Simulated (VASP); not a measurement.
# Re (I4/mmm) in VASP: further runs, part 2 of 2

VASP 6.6.1.

## (3) Single point, PBEsol

This run uses another cell than the first one, of the same volume but with other edges.

INCAR

```
PREC = Accurate
ENCUT = 520
EDIFF = 1E-6
ISMEAR = 0
SIGMA = 0.15
LREAL = False
LASPH = True
NELM = 100
ALGO = Normal
ISIF = 2
LWAVE = False
LCHARG = False
GGA = PS
NBANDS = 10
```

KPOINTS

```
Automatic mesh
0
Gamma
  22 22 22
```

POSCAR

```
Re
1.0
    0.0000000000      2.0849427042      1.7722012985
    2.0849427042      0.0000000000      1.7722012985
    2.0849427042      2.0849427042      0.0000000000
Re
1
Direct
    0.0000000000      0.0000000000      0.0000000000
```

Potentials or basis: VASP PAW PBE potentials, release 64 (Re).

On the command line:

```console
$ cat potpaw_PBE.64/Re/POTCAR > POTCAR
$ mpirun -np 1 vasp_std > vasp.out
```

OUTCAR:

```text
PREC = Accurate
   ENCUT = 520
   EDIFF = 1E-6
   ISMEAR = 0
   LREAL = False
   LASPH = True
   NELM = 100
   ISIF = 2
   GGA = PS

 ion  position               nearest neighbor table
   1  0.000  0.000  0.000-

  LATTYP: Found a body centered tetragonal cell.
 ALAT       =     2.9485542491
 C/A-ratio  =     1.2020815280

  Lattice vectors:

 A1 = (   0.0000000000,  -2.0849427042,  -1.7722012985)
 A2 = (   0.0000000000,   2.0849427042,  -1.7722012985)
 A3 = (   2.0849427042,   0.0000000000,   1.7722012985)

Analysis of symmetry for initial positions (statically):
=====================================================================
 Subroutine PRICEL returns:
 Original cell was already a primitive cell.

 Routine SETGRP: Setting up the symmetry group for a
 body centered tetragonal supercell.

 Subroutine GETGRP returns: Found 16 space group operations
 (whereof 16 operations were pure point group operations)
 out of a pool of 16 trial point group operations.

The static configuration has the point symmetry D_4h.

[... 162 lines left out ...]
 fundamental gap:      0.0012213044
 Fermi energy:         7.5802682230

 k-point     1 :       0.0000    0.0000    0.0000
  band No.  band energies     occupation
      1      -2.4119      2.00000
      2       5.1786      2.00000
      3       5.1787      2.00000
      4       7.1010      1.99999
      5       7.1608      1.99992
      6       9.4730      0.00000
      7      21.8051      0.00000
      8      25.0288      0.00000
      9      25.0288      0.00000
     10      30.9192      0.00000
[... 287 lines left out ...]
 k-point    24 :      -0.4545    0.0455    0.0000
  band No.  band energies     occupation
      1       0.9570      2.00000
      2       4.4235      2.00000
      3       6.4045      2.00000
      4       7.5506      1.22029
      5      10.4400      0.00000
      6      11.4929      0.00000
      7      17.1251      0.00000
      8      20.8166      0.00000
      9      26.1813      0.00000
     10      28.7618      0.00000

 [... further k-points ...]

------------------------ aborting loop because EDIFF is reached ----------------------------------------

  FORCE on cell =-STRESS in cart. coord.  units (eV):
  Direction    XX          YY          ZZ          XY          YZ          ZX
  --------------------------------------------------------------------------------------
  -------------------------------------------------------------------------------------
  Total       -2.2506877     -2.2506877     -0.3961935      0.0000000     -0.0000000     -0.0000000
  in kB     -234.0423871   -234.0423871    -41.1989978      0.0000000     -0.0000000     -0.0000000
  external PRESSURE =    -169.7612574 kB  Pullay stress =       0.0000000 kB

 VOLUME and BASIS-vectors are now :
 -----------------------------------------------------------------------------
  energy-cutoff  :      520.00
  volume of cell :       15.41
      direct lattice vectors                 reciprocal lattice vectors
     0.000000000  2.084942704  1.772201298    -0.239814744  0.239814744  0.282134992
     2.084942704  0.000000000  1.772201298     0.239814744 -0.239814744  0.282134992
     2.084942704  2.084942704  0.000000000     0.239814744  0.239814744 -0.282134992

 POSITION                                       TOTAL-FORCE (eV/Angst)
 -----------------------------------------------------------------------------------
      0.00000      0.00000      0.00000        -0.000000      0.000000     -0.000000
 -----------------------------------------------------------------------------------
    total drift:                                0.000000     -0.000000      0.000000

  FREE ENERGIE OF THE ION-ELECTRON SYSTEM (eV)
  ---------------------------------------------------
  free  energy   TOTEN  =       -13.1078064094 eV

  energy  without entropy=      -13.0957786970  energy(sigma->0) =      -13.10179255
```

stdout:

```text
POSCAR found type information on POSCAR Re
 POSCAR found :  1 types and       1 ions
 scaLAPACK will be used
 -----------------------------------------------------------------------------
|                                                                             |
|                                                                             |
|     You enforced a specific xc type in the INCAR file but a different       |
|     I HOPE YOU KNOW WHAT YOU ARE DOING!                                     |
|                                                                             |
 -----------------------------------------------------------------------------

 LDA part: xc-table for (Slater+PW92), standard interpolation
 POSCAR, INCAR and KPOINTS ok, starting setup
 FFT: planning ... GRIDC
 FFT: planning ... GRID_SOFT
 FFT: planning ... GRID
 WAVECAR not read
 entering main loop
```

It took 73 s on 1 thread of Intel Xeon Platinum 8488C (Sapphire Rapids), shared host; peak memory 0.25 GiB.

Results:

```
Free energy : -13.1078 eV
Pressure    : -17.0 GPa
```

Caveat: the PAW data sets were made with another functional, which shifts forces and pressure a little; spin-orbit coupling is left out, which moves the levels of the heavy elements.

## (4) Single point, PBEsol

This run uses another cell than the first one, of the same volume but with other edges.

INCAR

```
SYSTEM = Re
PREC = Accurate ; ENCUT = 520
EDIFF = 1E-6 ; ISMEAR = 0
SIGMA = 0.15 ; LREAL = .False.
LASPH = .True. ; NELM = 100
ALGO = Fast ; ISIF = 2
LWAVE = .False. ; LCHARG = .True.
GGA = PS ; LELF = .True.
LVHAR = .True. ; NBANDS = 10
```

KPOINTS

```
regular mesh
0
Gamma
  22 22 22
  0 0 0
```

POSCAR

```
Re
1.0
    0.0000000000      1.8585461570      2.2302553884
    1.8585461570      0.0000000000      2.2302553884
    1.8585461570      1.8585461570      0.0000000000
Re
1
Direct
    0.0000000000      0.0000000000      0.0000000000
```

On the command line:

```console
$ cat potpaw_PBE.64/Re/POTCAR > POTCAR
$ mpirun -np 1 vasp_std > vasp.out
```

Wall time 78 s (1 thread of Intel Xeon Platinum 8488C (Sapphire Rapids), shared host); peak memory 0.25 GiB.

The run converged. Its results:

```yaml
Free_energy: -12.9843 eV
Pressure: -13.7 GPa
```

Stress tensor (GPa, compression positive):
```
  1.02   0.00   0.00
  0.00   1.02   0.00
  0.00   0.00 -43.19
```

Levels at points of the mesh, in eV from the Fermi level:
| k point | band 1 | band 2 | band 3 | band 4 | band 5 | band 6 | band 7 |
| --- | --- | --- | --- | --- | --- | --- | --- |
| (0.00, 0.00, 0.00) | -9.98 | -3.56 | -1.08 | -0.82 | -0.82 | 2.70 | 14.28 |
| (0.50, 0.00, 0.00) | -6.68 | -3.31 | -0.83 | 0.09 | 2.87 | 3.71 | 9.59 |
| (0.50, 0.50, 0.00) | -6.80 | -5.68 | 0.25 | 3.78 | 3.87 | 3.87 | 9.13 |
| (0.50, 0.00, 0.50) | -6.60 | -5.59 | 2.41 | 2.66 | 3.79 | 5.66 | 9.96 |

Caveat: the PAW data sets were made with another functional, which shifts forces and pressure a little; spin-orbit coupling is left out, which moves the levels of the heavy elements.

## (5) Summary

| cell | gap on the mesh (eV) | pressure (GPa) |
| --- | --- | --- |
| a = 3.047, b = 3.047, c = 2.488 Å, angles 65.9, 65.9, 48.2°, 1 atom | none | 2.5 |
| a = 2.736, b = 2.736, c = 2.949 Å, angles 57.4, 57.4, 65.2°, 1 atom | none | -17.0 |
| a = 2.903, b = 2.903, c = 2.628 Å, angles 63.1, 63.1, 53.8°, 1 atom | none | -13.7 |

Alike in all rows: task single point; level PBEsol; potentials or basis VASP PAW PBE potentials, release 64 (Re); no spin polarisation; k mesh 22 × 22 × 22; cutoff (eV) 520; smearing gaussian 0.15 eV.

Caveats: the PAW data sets were made with another functional, which shifts forces and pressure a little; spin-orbit coupling is left out, which moves the levels of the heavy elements.

Total energies depend on the potentials used, so only differences within one code and one set of settings carry meaning.
